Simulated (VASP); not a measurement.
# LiCl (Fm-3m) in VASP: notebook

Aim: see how the results for LiCl move with the level of theory and the settings. Levels: PBE+D4, PBE, revPBE+D3(BJ), PBE0, PBEsol. Tasks: single point, relaxation of cell and atoms.

Everything below comes from runs of VASP 6.6.1. Logs are shortened: lines on timing, memory, paths and dates and some standing lists are left out, and cuts for length are marked.

## 1. The cell of the first run

It takes space group Fm-3m (No. 225, cubic). The conventional cell has a = 5.088 Å, b = 5.088 Å, c = 5.088 Å, α = 90.00°, β = 90.00°, γ = 90.00°. Cl (site symmetry m-3m) has 6 Li at 2.54 Å within 3.4 Å. Li (site symmetry m-3m) has 6 Cl at 2.54 Å within 3.4 Å.

## 2. Single point, PBE+D4

Contents of INCAR:

```
  PREC = Accurate
  ENCUT = 750
  EDIFF = 1E-6
  ISMEAR = -1
  SIGMA = 0.05
  LREAL = F
  LASPH = T
  NELM = 120
  ALGO = Normal
  ISIF = 2
  LWAVE = F
  LCHARG = F
  GGA = PE
  IVDW = 13
  NBANDS = 12
  GGA_COMPAT = F
```

Contents of KPOINTS:

```
regular mesh
0
Gamma
  9 9 9
```

Contents of POSCAR:

```
LiCl
1.0
    0.0000000000      2.5440301940      2.5440301940
    2.5440301940      0.0000000000      2.5440301940
    2.5440301940      2.5440301940      0.0000000000
Cl Li
1 1
Direct
    0.5000000000      0.5000000000      0.5000000000
    0.0000000000      0.0000000000      0.0000000000
```

Potentials or basis: VASP PAW PBE potentials, release 64 (Cl, Li_sv).

Run with:

```bash
$ cat potpaw_PBE.64/Cl/POTCAR potpaw_PBE.64/Li_sv/POTCAR > POTCAR
$ mpirun -np 1 vasp_std > vasp.out
```

OUTCAR:

```text
PREC = Accurate
   ENCUT = 750
   EDIFF = 1E-6
   ISMEAR = -1
   LREAL = F
   LASPH = T
   NELM = 120
   ISIF = 2
   GGA = PE
   IVDW = 13

 ion  position               nearest neighbor table
   1  0.500  0.500  0.500-   2 2.54   2 2.54   2 2.54   2 2.54   2 2.54   2 2.54
   2  0.000  0.000  0.000-   1 2.54   1 2.54   1 2.54   1 2.54   1 2.54   1 2.54

  LATTYP: Found a face centered cubic cell.
 ALAT       =     5.0880603880

  Lattice vectors:

 A1 = (   0.0000000000,   2.5440301940,   2.5440301940)
 A2 = (   2.5440301940,   0.0000000000,   2.5440301940)
 A3 = (   2.5440301940,   2.5440301940,   0.0000000000)

Analysis of symmetry for initial positions (statically):
=====================================================================
 Subroutine PRICEL returns:
 Original cell was already a primitive cell.

 Routine SETGRP: Setting up the symmetry group for a
 face centered cubic supercell.

 Subroutine GETGRP returns: Found 48 space group operations
 (whereof 48 operations were pure point group operations)
 out of a pool of 48 trial point group operations.

The static configuration has the point symmetry O_h .

Analysis of symmetry for dynamics (positions and initial velocities):
=====================================================================
 Subroutine PRICEL returns:
 Original cell was already a primitive cell.

 Routine SETGRP: Setting up the symmetry group for a
 face centered cubic supercell.

 Subroutine GETGRP returns: Found 48 space group operations
 (whereof 48 operations were pure point group operations)
 out of a pool of 48 trial point group operations.

The dynamic configuration has the point symmetry O_h .

 Subroutine INISYM returns: Found 48 space group operations
 (whereof 48 operations are pure point group operations),
 and found     1 'primitive' translations

----------------------------------------------------------------------------------------

                                     Primitive cell

  volume of cell :      32.9304

  direct lattice vectors                    reciprocal lattice vectors
     0.000000000  2.544030194  2.544030194    -0.196538548  0.196538548  0.196538548
     2.544030194  0.000000000  2.544030194     0.196538548 -0.196538548  0.196538548
     2.544030194  2.544030194  0.000000000     0.196538548  0.196538548 -0.196538548

  length of vectors
     3.597802003  3.597802003  3.597802003     0.340414751  0.340414751  0.340414751

  position of ions in fractional coordinates (direct lattice)
     0.500000000  0.500000000  0.500000000
     0.000000000  0.000000000  0.000000000

  ion indices of the primitive-cell ions
   primitive index   ion index
                 1           1
                 2           2

----------------------------------------------------------------------------------------

 KPOINTS: regular mesh

Automatic generation of k-mesh.
 Grid dimensions read from file:
 generate k-points for:    9    9    9

 Generating k-lattice:

  Cartesian coordinates                     Fractional coordinates (reciprocal lattice)
    -0.021837616  0.021837616  0.021837616     0.111111111  0.000000000  0.000000000
     0.021837616 -0.021837616  0.021837616     0.000000000  0.111111111  0.000000000
     0.021837616  0.021837616 -0.021837616     0.000000000  0.000000000  0.111111111

  Length of vectors
     0.037823861  0.037823861  0.037823861

  Shift w.r.t. Gamma in fractional coordinates (k-lattice)
     0.000000000  0.000000000  0.000000000

 Subroutine IBZKPT returns following result:
 ===========================================

 Found     35 irreducible k-points:

 Following reciprocal coordinates:
            Coordinates               Weight
  0.000000  0.000000  0.000000      1.000000
  0.111111  0.000000  0.000000      8.000000
  0.222222  0.000000  0.000000      8.000000
  0.333333  0.000000  0.000000      8.000000
  0.444444  0.000000  0.000000      8.000000
  0.111111  0.111111  0.000000      6.000000
[... 16 lines left out ...]
 -0.333333  0.333333  0.000000     12.000000
  0.444444  0.444444  0.000000      6.000000
 [... further k-points ...]
   k-points           NKPTS =     35   k-points in BZ     NKDIM =     35   number of bands    NBANDS=     12
   number of dos      NEDOS =    301   number of ions     NIONS =      2
   total plane-waves  NPLWV =  32768
   dimension x,y,z NGX =    32 NGY =   32 NGZ =   32
   dimension x,y,z NGXF=    64 NGYF=   64 NGZF=   64
   ions per type =               1   1
   NGX,Y,Z   is equivalent  to a cutoff of  14.79, 14.79, 14.79 a.u.
   NGXF,Y,Z  is equivalent  to a cutoff of  29.57, 29.57, 29.57 a.u.
 SYSTEM =  unknown system
   PREC   = accura    normal or accurate (medium, high low for compatibility)
   ISTART =      0    job   : 0-new  1-cont  2-samecut
   ICHARG =      2    charge: 1-file 2-atom 10-const
   ISPIN  =      1    spin polarized calculation?
   LNONCOLLINEAR =      F non collinear calculations
   LSORBIT =      F    spin-orbit coupling
   LASPH  =      T    aspherical Exc in radial PAW
   ENCUT  =  750.0 eV  55.12 Ry    7.42 a.u.   8.03  8.03  8.03*2*pi/ulx,y,z
   NELM   =    120;   NELMIN=  2; NELMDL= -5     # of ELM steps
   EDIFF  = 0.1E-05   stopping-criterion for ELM
   LREAL  =      F    real-space projection
[... 7 lines left out ...]
   TEBEG  =    0.0;   TEEND  =   0.0 temperature during run
   PSTRESS=    0.0 pullay stress
   NELECT =      10.0000    total number of electrons
   NUPDOWN=      -1.0000    fix difference up-down
   EMIN   =  10.00;   EMAX   =-10.00  energy-range for DOS
   EFERMI =   0.00;   METHOD = LEGACY
   ISMEAR =    -1;   SIGMA  =   0.05  broadening in eV -4-tet -1-fermi 0-gaus
   EFERMI_NEDOS =   21; number of points for ismear=-14 and -15
   IALGO  =     38    algorithm
   IMIX   =      4    mixing-type and parameters
     AMIX     =   0.40;   BMIX     =  1.00
     AMIX_MAG =   1.60;   BMIX_MAG =  1.00
  volume/ion in A,a.u.               =      16.47       111.11
  Fermi-wavevector in a.u.,A,eV,Ry     =   1.100380  2.079416 16.474417  1.210835
  Thomas-Fermi vector in A             =   2.236790
   LORBIT       =      0    0 simple, 1 ext, 2 COOP (PROOUT), +10 PAW based schemes
   GGA     = PE    functional components
   LHFCALC =     F    Hartree Fock is set to
   AEXX    =    0.0000 exact exchange contribution
   IVDW    =    13    specifies the selected vdW correction
   LEPSILON=     F    determine dielectric tensor
   LRPA    =     F    only Hartree local field effects (RPA)
 non-spin polarized calculation
  energy-cutoff  :      750.00
  volume of cell :       32.93
 maximum number of plane-waves:      1558
   NGX = 17   NGY = 17   NGZ = 17

 number of electron      10.0000001 magnetization

 Free energy of the ion-electron system (eV)
  ---------------------------------------------------
  ext. energy  EPLUGINS =         0.00000000
  ---------------------------------------------------
  free energy    TOTEN  =        -7.37945467 eV

  energy without entropy =       -7.37945467  energy(sigma->0) =       -7.37945467

 E-fermi :   1.8359     XC(G=0):  -8.8363

 val. band max:        0.7637831769   @ k =   0.0000   0.0000   0.0000
 cond. band min:       7.2406440618   @ k =   0.0000   0.0000   0.0000
 fundamental gap:      6.4768608849
 Fermi energy:         1.8358845331

 k-point     1 :       0.0000    0.0000    0.0000
  band No.  band energies     occupation
      1     -42.7085      2.00000
      2     -12.7205      2.00000
      3       0.7638      2.00000
      4       0.7638      2.00000
      5       0.7638      2.00000
      6       7.2406      0.00000
      7      12.7225      0.00000
      8      12.7225      0.00000
      9      12.7225      0.00000
     10      15.4420      0.00000
     11      15.4423      0.00000
     12      15.4552      0.00000

 k-point     2 :       0.1111    0.0000    0.0000
  band No.  band energies     occupation
      1     -42.7082      2.00000
      2     -12.6572      2.00000
      3       0.3236      2.00000
      4       0.7294      2.00000
      5       0.7294      2.00000
      6       7.6231      0.00000
      7      12.0541      0.00000
      8      12.7028      0.00000
      9      12.7028      0.00000
     10      13.9760      0.00000
     11      13.9760      0.00000
     12      15.8397      0.00000

 k-point     3 :       0.2222    0.0000    0.0000
  band No.  band energies     occupation
      1     -42.7073      2.00000
      2     -12.4891      2.00000
      3      -0.6223      2.00000
      4       0.6464      2.00000
      5       0.6464      2.00000
      6       8.0788      0.00000
      7      11.7179      0.00000
      8      11.7563      0.00000
      9      11.7563      0.00000
     10      14.4661      0.00000
     11      14.4661      0.00000
     12      16.3447      0.00000
[... 286 lines left out ...]
 k-point    23 :      -0.3333    0.3333    0.0000
  band No.  band energies     occupation
      1     -42.7047      2.00000
      2     -11.9312      2.00000
      3      -1.5053      2.00000
      4      -1.3423      2.00000
      5       0.0893      2.00000
      6       8.9263      0.00000
      7      11.4764      0.00000
      8      11.8310      0.00000
      9      11.8400      0.00000
     10      15.4391      0.00000
     11      16.9389      0.00000
     12      19.3726      0.00000

 k-point    24 :       0.4444    0.4444    0.0000
  band No.  band energies     occupation
      1     -42.7047      2.00000
      2     -11.8877      2.00000
      3      -2.1531      2.00000
      4      -0.3523      2.00000
      5      -0.3523      2.00000
      6       8.7495      0.00000
      7       9.0854      0.00000
      8      13.1294      0.00000
      9      14.9108      0.00000
     10      14.9108      0.00000
     11      17.7804      0.00000
     12      19.6457      0.00000

 [... further k-points ...]

------------------------ aborting loop because EDIFF is reached ----------------------------------------

  DFT-D4 for vdW energy calculation

  Edisp (eV):   -0.24976

  FORCE on cell =-STRESS in cart. coord.  units (eV):
  Direction    XX          YY          ZZ          XY          YZ          ZX
  --------------------------------------------------------------------------------------
  -------------------------------------------------------------------------------------
  Total      -0.01709    -0.01709    -0.01709     0.00000     0.00000     0.00000
  in kB      -0.83148    -0.83148    -0.83148     0.00000     0.00000     0.00000
  external pressure =       -0.83 kB  Pullay stress =        0.00 kB

 VOLUME and BASIS-vectors are now :
 -----------------------------------------------------------------------------
  energy-cutoff  :      750.00
  volume of cell :       32.93
      direct lattice vectors                 reciprocal lattice vectors
     0.000000000  2.544030194  2.544030194    -0.196538548  0.196538548  0.196538548
     2.544030194  0.000000000  2.544030194     0.196538548 -0.196538548  0.196538548
     2.544030194  2.544030194  0.000000000     0.196538548  0.196538548 -0.196538548

 POSITION                                       TOTAL-FORCE (eV/Angst)
 -----------------------------------------------------------------------------------
      2.54403      2.54403      2.54403        -0.000000      0.000000     -0.000000
      0.00000      0.00000      0.00000         0.000000      0.000000      0.000000
 -----------------------------------------------------------------------------------
    total drift:                               -0.000000     -0.000000      0.000000

  FREE ENERGIE OF THE ION-ELECTRON SYSTEM (eV)
  ---------------------------------------------------
  free  energy   TOTEN  =        -7.6292153498 eV

  energy  without entropy=       -7.6292153498  energy(sigma->0) =       -7.62921535
```

Run time: 18 s. Hardware: 1 thread of Intel Xeon Platinum 8488C (Sapphire Rapids), shared host; peak memory 0.18 GiB.

Results:

```yaml
Free_energy: -7.6292 eV
Pressure: -0.1 GPa
Band_gap_on_the_k_mesh: 6.48 eV
Dispersion_energy_per_atom: -0.125 eV
```

Levels at points of the mesh, in eV from the valence-band top:
| k point | band 3 | band 4 | band 5 | band 6 | band 7 | band 8 |
| --- | --- | --- | --- | --- | --- | --- |
| (0.00, 0.00, 0.00) | 0.00 | 0.00 | 0.00 | 6.48 | 11.96 | 11.96 |

Caveat: an odd mesh through Γ misses points on the zone boundary, where band edges can lie.

## 3. Single point, PBE

This run uses another cell than the first one, of 16.87 Å³/atom.

Contents of INCAR:

```
SYSTEM = LiCl
ALGO = Normal
EDIFF = 1E-6
ENCUT = 750
GGA = PE
GGA_COMPAT = .False.
ISIF = 2
ISMEAR = 0
LASPH = .True.
LCHARG = .False.
LREAL = .False.
LWAVE = .False.
NBANDS = 12
NELM = 120
PREC = Accurate
SIGMA = 0.013000000000000001
```

Contents of KPOINTS:

```
k-points
0
Gamma
  9 9 9
  0 0 0
```

Contents of POSCAR:

```
LiCl
1.0
    0.0000000000      2.5647700000      2.5647700000
    2.5647700000      0.0000000000      2.5647700000
    2.5647700000      2.5647700000      0.0000000000
Cl Li
1 1
Direct
    0.5000000000      0.5000000000      0.5000000000
    0.0000000000      0.0000000000      0.0000000000
```

Potentials or basis: VASP PAW PBE potentials, release 64 (Cl, Li_sv).

Run with:

```bash
$ cat potpaw_PBE.64/Cl/POTCAR potpaw_PBE.64/Li_sv/POTCAR > POTCAR
$ mpirun -np 1 vasp_std > vasp.out
```

OUTCAR:

```text
SYSTEM = LiCl
   EDIFF = 1E-6
   ENCUT = 750
   GGA = PE
   ISIF = 2
   ISMEAR = 0
   LASPH = .True.
   LREAL = .False.
   NELM = 120
   PREC = Accurate

 ion  position               nearest neighbor table
   1  0.500  0.500  0.500-   2 2.56   2 2.56   2 2.56   2 2.56   2 2.56   2 2.56
   2  0.000  0.000  0.000-   1 2.56   1 2.56   1 2.56   1 2.56   1 2.56   1 2.56

  LATTYP: Found a face centered cubic cell.
 ALAT       =     5.1295400000

  Lattice vectors:

 A1 = (   0.0000000000,   2.5647700000,   2.5647700000)
 A2 = (   2.5647700000,   0.0000000000,   2.5647700000)
 A3 = (   2.5647700000,   2.5647700000,   0.0000000000)

Analysis of symmetry for initial positions (statically):
=====================================================================
 Subroutine PRICEL returns:
 Original cell was already a primitive cell.

 Routine SETGRP: Setting up the symmetry group for a
 face centered cubic supercell.

 Subroutine GETGRP returns: Found 48 space group operations
 (whereof 48 operations were pure point group operations)
 out of a pool of 48 trial point group operations.

The static configuration has the point symmetry O_h .

Analysis of symmetry for dynamics (positions and initial velocities):
=====================================================================
 Subroutine PRICEL returns:
 Original cell was already a primitive cell.

 Routine SETGRP: Setting up the symmetry group for a
 face centered cubic supercell.

 Subroutine GETGRP returns: Found 48 space group operations
 (whereof 48 operations were pure point group operations)
 out of a pool of 48 trial point group operations.

The dynamic configuration has the point symmetry O_h .

 Subroutine INISYM returns: Found 48 space group operations
 (whereof 48 operations are pure point group operations),
 and found     1 'primitive' translations

----------------------------------------------------------------------------------------

[... 119 lines left out ...]
   AEXX    =    0.0000 exact exchange contribution
   IVDW    =     0    specifies the selected vdW correction
   LEPSILON=     F    determine dielectric tensor
   LRPA    =     F    only Hartree local field effects (RPA)
 non-spin polarized calculation
 Gauss-broadening in eV      SIGMA  =   0.01
  energy-cutoff  :      750.00
  volume of cell :       33.74
 maximum number of plane-waves:      1592
   NGX = 17   NGY = 17   NGZ = 17

 number of electron      10.0000002 magnetization

 Free energy of the ion-electron system (eV)
  ---------------------------------------------------
  ext. energy  EPLUGINS =         0.00000000
  ---------------------------------------------------
  free energy    TOTEN  =        -7.38337441 eV

  energy without entropy =       -7.38337441  energy(sigma->0) =       -7.38337441

 E-fermi :   0.6666     XC(G=0):  -8.7306

 val. band max:        0.5782844813   @ k =   0.0000   0.0000   0.0000
 cond. band min:       6.9121178374   @ k =   0.0000   0.0000   0.0000
 fundamental gap:      6.3338333561
 Fermi energy:         0.6665658904

 k-point     1 :       0.0000    0.0000    0.0000
  band No.  band energies     occupation
      1     -42.9355      2.00000
      2     -12.8187      2.00000
      3       0.5783      2.00000
      4       0.5783      2.00000
      5       0.5783      2.00000
      6       6.9121      0.00000
      7      12.5174      0.00000
      8      12.5174      0.00000
      9      12.5174      0.00000
     10      15.1090      0.00000
     11      15.1091      0.00000
     12      15.2018      0.00000
[... 331 lines left out ...]
 k-point    24 :       0.4444    0.4444    0.0000
  band No.  band energies     occupation
      1     -42.9321      2.00000
      2     -12.0343      2.00000
      3      -2.2299      2.00000
      4      -0.4928      2.00000
      5      -0.4928      2.00000
      6       8.5093      0.00000
      7       8.9360      0.00000
      8      12.7397      0.00000
      9      14.5466      0.00000
     10      14.5466      0.00000
     11      17.4916      0.00000
     12      19.3266      0.00000

 [... further k-points ...]

------------------------ aborting loop because EDIFF is reached ----------------------------------------

  FORCE on cell =-STRESS in cart. coord.  units (eV):
  Direction    XX          YY          ZZ          XY          YZ          ZX
  --------------------------------------------------------------------------------------
  -------------------------------------------------------------------------------------
  Total        0.0661156      0.0661156      0.0661156      0.0000000     -0.0000000     -0.0000000
  in kB        3.1393474      3.1393474      3.1393474      0.0000000     -0.0000000     -0.0000000
  external PRESSURE =       3.1393474 kB  Pullay stress =       0.0000000 kB

 VOLUME and BASIS-vectors are now :
 -----------------------------------------------------------------------------
  energy-cutoff  :      750.00
  volume of cell :       33.74
      direct lattice vectors                 reciprocal lattice vectors
     0.000000000  2.564770000  2.564770000    -0.194949255  0.194949255  0.194949255
     2.564770000  0.000000000  2.564770000     0.194949255 -0.194949255  0.194949255
     2.564770000  2.564770000  0.000000000     0.194949255  0.194949255 -0.194949255

 POSITION                                       TOTAL-FORCE (eV/Angst)
 -----------------------------------------------------------------------------------
      2.56477      2.56477      2.56477         0.000000     -0.000000     -0.000000
      0.00000      0.00000      0.00000        -0.000000      0.000000      0.000000
 -----------------------------------------------------------------------------------
    total drift:                               -0.000000     -0.000000      0.000000

  FREE ENERGIE OF THE ION-ELECTRON SYSTEM (eV)
  ---------------------------------------------------
  free  energy   TOTEN  =        -7.3833744087 eV

  energy  without entropy=       -7.3833744087  energy(sigma->0) =       -7.38337441
```

OSZICAR:

```text
N       E                     dE             d eps       ncg     rms          rms(c)
DAV:   1     0.514935483191E+02    0.51494E+02   -0.50688E+03   840   0.999E+02
DAV:   2    -0.400832975204E+01   -0.55502E+02   -0.52261E+02  1052   0.165E+02
DAV:   3    -0.734584274922E+01   -0.33375E+01   -0.33243E+01  1096   0.410E+01
DAV:   4    -0.744666057734E+01   -0.10082E+00   -0.10076E+00  1200   0.714E+00
DAV:   5    -0.744785314072E+01   -0.11926E-02   -0.11926E-02  1108   0.760E-01    0.240E+00
DAV:   6    -0.737788397007E+01    0.69969E-01   -0.15436E-01  1052   0.181E+00    0.170E+00
DAV:   7    -0.737928560245E+01   -0.14016E-02   -0.48231E-02  1252   0.118E+00    0.926E-01
DAV:   8    -0.738334565605E+01   -0.40601E-02   -0.65589E-03  1016   0.587E-01    0.161E-01
DAV:   9    -0.738331146181E+01    0.34194E-04   -0.18103E-04  1076   0.987E-02    0.594E-02
DAV:  10    -0.738337828417E+01   -0.66822E-04   -0.11723E-04   988   0.718E-02    0.538E-02
DAV:  11    -0.738337439619E+01    0.38880E-05   -0.14512E-05  1084   0.227E-02    0.171E-03
DAV:  12    -0.738337440866E+01   -0.12472E-07   -0.53898E-07   948   0.540E-03
   1 F= -.73833744E+01 E0= -.73833744E+01  d E =-.325349E-24
```

It took 14 s on 1 thread of Intel Xeon Platinum 8488C (Sapphire Rapids), shared host; peak memory 0.17 GiB.

Results:

- Free energy: -7.3834 eV
- Pressure: 0.3 GPa
- Band gap on the k mesh: 6.33 eV

Caveat: an odd mesh through Γ misses points on the zone boundary, where band edges can lie.

(Part 1 of 2 ends here.)
